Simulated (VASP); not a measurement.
Set up this calculation in VASP 6.6.1, as the native input.

| Quantity | Value |
| --- | --- |
| Task | single point |
| Functional | PBE |
| Potentials or basis | VASP PAW PBE potentials, release 64 (Os_sv_GW) |
| Cutoff | 560 eV |
| k mesh | 4 × 4 × 4 |
| Occupations | fermi-dirac, width 0.15 eV |
| Spin | non-collinear spin, zero start, spin-orbit coupling |
| Starting moments | [[0, 0, 0]] μB |
| Dipole correction | no |
| Further INCAR settings | ALGO = Normal; EDIFF = 1e-06; NBANDS = 27 |

The structure of Os lies in POSCAR:

```
Os
1.0
    0.0000000000      1.9265000000      1.9265000000
    1.9265000000      0.0000000000      1.9265000000
    1.9265000000      1.9265000000      0.0000000000
Os
1
Direct
    0.0000000000      0.0000000000      0.0000000000
```

This isn't the form of Os at room conditions, which is hcp.

The input as run:

INCAR

```
PREC = Accurate
ENCUT = 560
EDIFF = 1E-6
ISMEAR = -1
SIGMA = 0.15
LREAL = False
LASPH = True
NELM = 200
ALGO = Normal
ISIF = 2
LWAVE = False
LCHARG = False
MAGMOM = 0 0 0
LORBIT = 11
LSORBIT = True
GGA_COMPAT = False
LORBMOM = True
LMAXMIX = 4
GGA = PE
NBANDS = 27
```

KPOINTS

```
Automatic mesh
0
Gamma
  4 4 4
```

Potentials or basis: VASP PAW PBE potentials, release 64 (Os_sv_GW).

Run with:

```bash
$ cat potpaw_PBE.64/Os_sv_GW/POTCAR > POTCAR
$ mpirun -np 1 vasp_ncl > vasp.out
```

Results of the run:

* Pressure: 1.0 GPa
* Net moment: 0.00 μB per cell
* Valence electrons inside the program's atomic spheres: Os 15.01

Caveat: the k points lie up to 0.71 Å⁻¹ apart.

Wall time 23 s on 1 thread of Intel(R) Xeon(R) Platinum 8488C (Sapphire Rapids) (shared host), peak memory 0.19 GiB.
